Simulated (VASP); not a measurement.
# TaN (P6_3mc) in VASP: further runs

TaN is run at these levels: PBEsol; tasks: single point.

Everything below comes from runs of VASP 6.6.1. Logs are shortened: lines on timing, memory, paths and dates and some standing lists are left out, and cuts for length are marked.

**1. The cell of the first run**

It takes space group P6_3mc (No. 186, hexagonal). Conventional cell: a = 3.050 Å, b = 3.050 Å, c = 4.792 Å, α = 90.00°, β = 90.00°, γ = 120.00°. Within 2.4 Å of Ta (site symmetry 3m) lie 4 N at 1.84 to 1.85 Å. Within 2.4 Å of N (site symmetry 3m) lie 4 Ta at 1.84 to 1.85 Å.

**2. Single point, PBEsol (zz strain of -3 %)**

INCAR

```
SYSTEM = TaN
PREC = Accurate
ENCUT = 600
EDIFF = 1E-6
ISMEAR = -1
SIGMA = 0.01
LREAL = .FALSE.
LASPH = .TRUE.
NELM = 120
ALGO = Normal
ISIF = 2
LWAVE = .FALSE.
LCHARG = .TRUE.
GGA = PS
LELF = .TRUE.
LVHAR = .TRUE.
NBANDS = 24
GGA_COMPAT = .FALSE.
```

KPOINTS

```
Automatic mesh
0
G
  9 9 5
  0 0 0
```

POSCAR

```
TaN
1.0
    3.0500010905      0.0000000000      0.0000000000
   -1.5250005453      2.6413784260      0.0000000000
    0.0000000000      0.0000000000      4.7918000000
Ta N
2 2
Direct
    0.3333333333      0.6666666667      0.0000000000
    0.6666666667      0.3333333333      0.5000000000
    0.3333333333      0.6666666667      0.3850000000
    0.6666666667      0.3333333333      0.8850000000
```

Potentials or basis: VASP PAW PBE potentials, release 64 (Ta_pv, N).

Launch:

```bash
> cat potpaw_PBE.64/Ta_pv/POTCAR potpaw_PBE.64/N/POTCAR > POTCAR
> mpirun -np 1 vasp_std > vasp.out
```

OUTCAR:

```text
SYSTEM = TaN
   PREC = Accurate
   ENCUT = 600
   EDIFF = 1E-6
   ISMEAR = -1
   LREAL = .FALSE.
   LASPH = .TRUE.
   NELM = 120
   ISIF = 2
   GGA = PS

 ion  position               nearest neighbor table
   1  0.333  0.667  0.000-   3 1.84   4 1.85   4 1.85   4 1.85   2 2.97   2 2.97   2 2.97   2 2.97
                             2 2.97   2 2.97
   2  0.667  0.333  0.500-   4 1.84   3 1.85   3 1.85   3 1.85   1 2.97   1 2.97   1 2.97   1 2.97
                             1 2.97   1 2.97
   3  0.333  0.667  0.385-   1 1.84   2 1.85   2 1.85   2 1.85
   4  0.667  0.333  0.885-   2 1.84   1 1.85   1 1.85   1 1.85

  LATTYP: Found a hexagonal cell.
 ALAT       =     3.0500010905
 C/A-ratio  =     1.5710814055

  Lattice vectors:

 A1 = (   3.0500010905,   0.0000000000,   0.0000000000)
 A2 = (  -1.5250005453,   2.6413784260,   0.0000000000)
 A3 = (   0.0000000000,   0.0000000000,   4.7918000000)

Analysis of symmetry for initial positions (statically):
=====================================================================
 Subroutine PRICEL returns:
 Original cell was already a primitive cell.

 Routine SETGRP: Setting up the symmetry group for a
 hexagonal supercell.

 Subroutine GETGRP returns: Found 12 space group operations
 (whereof  6 operations were pure point group operations)
 out of a pool of 24 trial point group operations.

The static configuration has the point symmetry C_3v.
 The point group associated with its full space group is C_6v.

Analysis of symmetry for dynamics (positions and initial velocities):
=====================================================================
 Subroutine PRICEL returns:
 Original cell was already a primitive cell.

 Routine SETGRP: Setting up the symmetry group for a
 hexagonal supercell.

 Subroutine GETGRP returns: Found 12 space group operations
 (whereof  6 operations were pure point group operations)
 out of a pool of 24 trial point group operations.

The dynamic configuration has the point symmetry C_3v.
 The point group associated with its full space group is C_6v.

 Subroutine INISYM returns: Found 12 space group operations
 (whereof  6 operations are pure point group operations),
 and found     1 'primitive' translations

----------------------------------------------------------------------------------------

                                     Primitive cell

  volume of cell :      38.6037

  direct lattice vectors                    reciprocal lattice vectors
     3.050001090  0.000000000  0.000000000     0.327868735  0.189295103  0.000000000
    -1.525000545  2.641378426  0.000000000     0.000000000  0.378590205  0.000000000
     0.000000000  0.000000000  4.791800000     0.000000000  0.000000000  0.208689845

  length of vectors
     3.050001090  3.050001091  4.791800000     0.378590205  0.378590205  0.208689845

  position of ions in fractional coordinates (direct lattice)
     0.333333333  0.666666667  0.000000000
     0.666666667  0.333333333  0.500000000
     0.333333333  0.666666667  0.385000000
     0.666666667  0.333333333  0.885000000

  ion indices of the primitive-cell ions
   primitive index   ion index
                 1           1
                 2           2
                 3           3
                 4           4

----------------------------------------------------------------------------------------

 KPOINTS: Automatic mesh

Automatic generation of k-mesh.
 Grid dimensions read from file:
 generate k-points for:    9    9    5

 Generating k-lattice:

  Cartesian coordinates                     Fractional coordinates (reciprocal lattice)
     0.036429859  0.021032789  0.000000000     0.111111111  0.000000000  0.000000000
     0.000000000  0.042065578  0.000000000     0.000000000  0.111111111  0.000000000
     0.000000000  0.000000000  0.041737969     0.000000000  0.000000000  0.200000000

  Length of vectors
     0.042065578  0.042065578  0.041737969

  Shift w.r.t. Gamma in fractional coordinates (k-lattice)
     0.000000000  0.000000000  0.000000000

 Subroutine IBZKPT returns following result:
 ===========================================

 Found     36 irreducible k-points:

 Following reciprocal coordinates:
            Coordinates               Weight
  0.000000  0.000000  0.000000      1.000000
  0.111111  0.000000  0.000000      6.000000
  0.222222 -0.000000  0.000000      6.000000
  0.333333  0.000000  0.000000      6.000000
  0.444444 -0.000000  0.000000      6.000000
  0.111111  0.111111  0.000000      6.000000
[... 16 lines left out ...]
  0.333333  0.222222  0.200000     24.000000
  0.333333  0.333333  0.200000      4.000000
 [... further k-points ...]
   k-points           NKPTS =     36   k-points in BZ     NKDIM =     36   number of bands    NBANDS=     24
   number of dos      NEDOS =    301   number of ions     NIONS =      4
   total plane-waves  NPLWV =  23040
   dimension x,y,z NGX =    24 NGY =   24 NGZ =   40
   dimension x,y,z NGXF=    48 NGYF=   48 NGZF=   80
   ions per type =               2   2
   NGX,Y,Z   is equivalent  to a cutoff of  13.08, 13.08, 13.88 a.u.
   NGXF,Y,Z  is equivalent  to a cutoff of  26.16, 26.16, 27.76 a.u.
 SYSTEM =  TaN
   PREC   = accura    normal or accurate (medium, high low for compatibility)
   ISTART =      0    job   : 0-new  1-cont  2-samecut
   ICHARG =      2    charge: 1-file 2-atom 10-const
   ISPIN  =      1    spin polarized calculation?
   LNONCOLLINEAR =      F non collinear calculations
   LSORBIT =      F    spin-orbit coupling
   LASPH  =      T    aspherical Exc in radial PAW
   ENCUT  =  600.0 eV  44.10 Ry    6.64 a.u.   6.09  6.09  9.57*2*pi/ulx,y,z
   NELM   =    120;   NELMIN=  2; NELMDL= -5     # of ELM steps
   EDIFF  = 0.1E-05   stopping-criterion for ELM
   LREAL  =      F    real-space projection
   EDIFFG = 0.1E-04   stopping-criterion for IOM
   NSW    =      0    number of steps for IOM
   IBRION =     -1    ionic relax: 0-MD 1-quasi-New 2-CG
   NFREE  =      0    steps in history (QN), initial steepest desc. (CG)
   ISIF   =      2    stress and relaxation
   ISYM   =      2    0-nonsym 1-usesym 2-fastsym
   POTIM  = 0.5000    time-step for ionic-motion
   TEBEG  =    0.0;   TEEND  =   0.0 temperature during run
   PSTRESS=    0.0 pullay stress
   NELECT =      32.0000    total number of electrons
   NUPDOWN=      -1.0000    fix difference up-down
   EMIN   =  10.00;   EMAX   =-10.00  energy-range for DOS
   EFERMI =   0.00;   METHOD = LEGACY
   ISMEAR =    -1;   SIGMA  =   0.01  broadening in eV -4-tet -1-fermi 0-gaus
   EFERMI_NEDOS =   21; number of points for ismear=-14 and -15
   IALGO  =     38    algorithm
   IMIX   =      4    mixing-type and parameters
     AMIX     =   0.40;   BMIX     =  1.00
     AMIX_MAG =   1.60;   BMIX_MAG =  1.00
  volume/ion in A,a.u.               =       9.65        65.13
  Fermi-wavevector in a.u.,A,eV,Ry     =   1.537854  2.906122 32.177702  2.364994
  Thomas-Fermi vector in A             =   2.644304
   LORBIT       =      0    0 simple, 1 ext, 2 COOP (PROOUT), +10 PAW based schemes
   GGA     = PS    functional components
   LHFCALC =     F    Hartree Fock is set to
   AEXX    =    0.0000 exact exchange contribution
   IVDW    =     0    specifies the selected vdW correction
   LEPSILON=     F    determine dielectric tensor
   LRPA    =     F    only Hartree local field effects (RPA)
 non-spin polarized calculation
  energy-cutoff  :      600.00
  volume of cell :       38.60
 maximum number of plane-waves:      1302
   NGX = 13   NGY = 13   NGZ = 19

 number of electron      31.9999999 magnetization

 Free energy of the ion-electron system (eV)
  ---------------------------------------------------
  ext. energy  EPLUGINS =         0.00000000
  ---------------------------------------------------
  free energy    TOTEN  =       -39.86657531 eV

  energy without entropy =      -39.86495758  energy(sigma->0) =      -39.86576644

 E-fermi :   9.9247     XC(G=0): -13.8656

 val. band max:        9.9152221069   @ k =   0.2222   0.1111   0.4000
 cond. band min:       9.9271432560   @ k =   0.1111   0.1111   0.4000
 fundamental gap:      0.0119211491
 Fermi energy:         9.9246740523

 k-point     1 :       0.0000    0.0000    0.0000
  band No.  band energies     occupation
      1     -26.2969      2.00000
      2     -24.9938      2.00000
      3     -24.9938      2.00000
      4     -24.7443      2.00000
      5     -24.7443      2.00000
      6     -24.6870      2.00000
[... 16 lines left out ...]
     23      16.9047      0.00000
     24      16.9047      0.00000

 k-point     2 :       0.1111    0.0000    0.0000
  band No.  band energies     occupation
      1     -26.2478      2.00000
      2     -25.1222      2.00000
      3     -25.0332      2.00000
      4     -24.8943      2.00000
      5     -24.7639      2.00000
      6     -24.7146      2.00000
[... 16 lines left out ...]
     23      16.8423      0.00000
     24      17.4017      0.00000

 k-point     3 :       0.2222   -0.0000    0.0000
  band No.  band energies     occupation
      1     -26.1194      2.00000
      2     -25.4304      2.00000
      3     -25.2474      2.00000
      4     -25.1285      2.00000
      5     -24.8160      2.00000
      6     -24.7976      2.00000
[... 16 lines left out ...]
     23      17.2233      0.00000
     24      18.4199      0.00000

 k-point     4 :       0.3333    0.0000    0.0000
  band No.  band energies     occupation
      1     -26.0177      2.00000
      2     -25.7054      2.00000
      3     -25.5924      2.00000
      4     -25.2315      2.00000
      5     -24.9281      2.00000
      6     -24.8778      2.00000
[... 16 lines left out ...]
     23      17.1938      0.00000
     24      18.2762      0.00000

 k-point     5 :       0.4444   -0.0000    0.0000
  band No.  band energies     occupation
      1     -26.1151      2.00000
      2     -25.8573      2.00000
      3     -25.6075      2.00000
      4     -25.2963      2.00000
      5     -25.0617      2.00000
      6     -24.9190      2.00000
[... 16 lines left out ...]
     23      16.7601      0.00000
     24      16.8860      0.00000

 k-point     6 :       0.1111    0.1111    0.0000
  band No.  band energies     occupation
      1     -26.1581      2.00000
      2     -25.3126      2.00000
      3     -25.2026      2.00000
      4     -25.0534      2.00000
      5     -24.8184      2.00000
      6     -24.7698      2.00000
[... 16 lines left out ...]
     23      17.2485      0.00000
     24      18.7395      0.00000
[... 379 lines left out ...]
 k-point    21 :       0.4444    0.1111    0.2000
  band No.  band energies     occupation
      1     -26.1775      2.00000
      2     -25.9789      2.00000
      3     -25.4488      2.00000
      4     -25.2950      2.00000
      5     -25.0885      2.00000
      6     -25.0011      2.00000
[... 16 lines left out ...]
     23      16.3111      0.00000
     24      17.0543      0.00000

 k-point    22 :       0.2222    0.2222    0.2000
  band No.  band energies     occupation
      1     -26.0435      2.00000
      2     -25.8448      2.00000
      3     -25.4085      2.00000
      4     -25.3832      2.00000
      5     -25.0819      2.00000
      6     -24.9534      2.00000
[... 16 lines left out ...]
     23      17.5287      0.00000
     24      18.2962      0.00000

 k-point    23 :       0.3333    0.2222    0.2000
  band No.  band energies     occupation
      1     -26.0674      2.00000
      2     -25.9440      2.00000
      3     -25.5503      2.00000
      4     -25.3007      2.00000
      5     -25.1945      2.00000
      6     -25.0509      2.00000
[... 16 lines left out ...]
     23      17.2764      0.00000
     24      17.7196      0.00000

 k-point    24 :       0.3333    0.3333    0.2000
  band No.  band energies     occupation
      1     -25.9717      2.00000
      2     -25.9717      2.00000
      3     -25.6773      2.00000
      4     -25.2955      2.00000
      5     -25.1693      2.00000
      6     -25.1693      2.00000
[... 16 lines left out ...]
     23      17.7586      0.00000
     24      17.7586      0.00000

 [... further k-points ...]
[... 5 lines left out ...]
  --------------------------------------------------------------------------------------
  -------------------------------------------------------------------------------------
  Total       37.2076955     37.2076955     34.6346120     -0.0000000      0.0000000      0.0000000
  in kB     1544.2373419   1544.2373420   1437.4462195     -0.0000000      0.0000000      0.0000000
  external PRESSURE =    1508.6403011 kB  Pullay stress =       0.0000000 kB

 VOLUME and BASIS-vectors are now :
 -----------------------------------------------------------------------------
  energy-cutoff  :      600.00
  volume of cell :       38.60
      direct lattice vectors                 reciprocal lattice vectors
     3.050001090  0.000000000  0.000000000     0.327868735  0.189295103  0.000000000
    -1.525000545  2.641378426  0.000000000     0.000000000  0.378590205  0.000000000
     0.000000000  0.000000000  4.791800000     0.000000000  0.000000000  0.208689845

 POSITION                                       TOTAL-FORCE (eV/Angst)
 -----------------------------------------------------------------------------------
     -0.00000      1.76092      0.00000         0.000000     -0.000000      0.629766
      1.52500      0.88046      2.39590        -0.000000      0.000000      0.629766
     -0.00000      1.76092      1.84484        -0.000000      0.000000     -0.629766
      1.52500      0.88046      4.24074         0.000000     -0.000000     -0.629766
 -----------------------------------------------------------------------------------
    total drift:                               -0.000000      0.000000      0.000392

  FREE ENERGIE OF THE ION-ELECTRON SYSTEM (eV)
  ---------------------------------------------------
  free  energy   TOTEN  =       -39.8665753119 eV

  energy  without entropy=      -39.8649575768  energy(sigma->0) =      -39.86576644
```

Wall time 14 s (1 thread of Intel Xeon 6975P-C (Granite Rapids), shared host); peak memory 0.18 GiB.

What came out:

```yaml
Free_energy: -39.8666 eV
Pressure: 150.9 GPa
Largest_force: 0.630 eV/Å
Band_gap_on_the_k_mesh: zero (band 16 reaches 10.43 eV, above the bottom of band 17 at 8.26 eV)
```

Forces in eV/Å, atoms in the order of the input:
```
Ta   0.000  0.000  0.630
Ta   0.000  0.000  0.630
N    0.000  0.000 -0.630
N    0.000  0.000 -0.630
```

Stress tensor (GPa, compression positive):
```
154.42   0.00   0.00
  0.00 154.42   0.00
  0.00   0.00 143.74
```

Levels at points of the mesh, in eV from the Fermi level:
| k point | band 13 | band 14 | band 15 | band 16 | band 17 | band 18 | band 19 | band 20 |
| --- | --- | --- | --- | --- | --- | --- | --- | --- |
| (0.00, 0.00, 0.00) | -7.96 | -7.26 | -1.10 | -1.10 | -0.22 | 2.11 | 2.73 | 2.73 |

Caveat: the cell differs from its parent crystal (zz strain of -3 %); the PAW data sets were made with another functional, which shifts forces and pressure a little; spin-orbit coupling is left out, which moves the levels of the heavy elements.

**3. Single point, PBEsol (zz strain of -2 %)**

Changes to INCAR since step 2:

```diff
@@ -12,6 +12,4 @@
 LWAVE = .FALSE.
-LCHARG = .TRUE.
+LCHARG = .FALSE.
 GGA = PS
-LELF = .TRUE.
-LVHAR = .TRUE.
 NBANDS = 24
```

KPOINTS

```
regular mesh
0
G
  9 9 5
  0 0 0
```

Changes to POSCAR since step 2:

```diff
@@ -4,3 +4,3 @@
    -1.5250005453      2.6413784260      0.0000000000
-    0.0000000000      0.0000000000      4.7918000000
+    0.0000000000      0.0000000000      4.8412000000
 Ta N
```

Potentials or basis: VASP PAW PBE potentials, release 64 (Ta_pv, N).

Launch:

```bash
> cat potpaw_PBE.64/Ta_pv/POTCAR potpaw_PBE.64/N/POTCAR > POTCAR
> mpirun -np 1 vasp_std > vasp.out
```

It took 13 s on 1 thread of Intel Xeon 6975P-C (Granite Rapids), shared host; peak memory 0.18 GiB.

It converged, with:

| Item | Value |
| --- | --- |
| Free energy | -40.2102 eV |
| Pressure | 143.4 GPa |
| Largest force | 1.190 eV/Å |
| Band gap on the k mesh | zero (band 16 reaches 10.33 eV, above the bottom of band 17 at 8.15 eV) |

Forces on the atoms (eV/Å):
```
Ta   0.000  0.000  1.190
Ta   0.000  0.000  1.190
N    0.000  0.000 -1.190
N    0.000  0.000 -1.190
```

Stress tensor (GPa, compression positive):
```
148.81   0.00   0.00
  0.00 148.81   0.00
  0.00   0.00 132.67
```

Levels at points of the mesh, in eV from the Fermi level:
```
           k point  band 14  band 15  band 16  band 17  band 18  band 19
(0.00, 0.00, 0.00)    -7.35    -1.01    -1.01    -0.24     2.13     2.72
```

Caveat: the cell differs from its parent crystal (zz strain of -2 %); the PAW data sets were made with another functional, which shifts forces and pressure a little; spin-orbit coupling is left out, which moves the levels of the heavy elements.

[end of part 1 of 2]
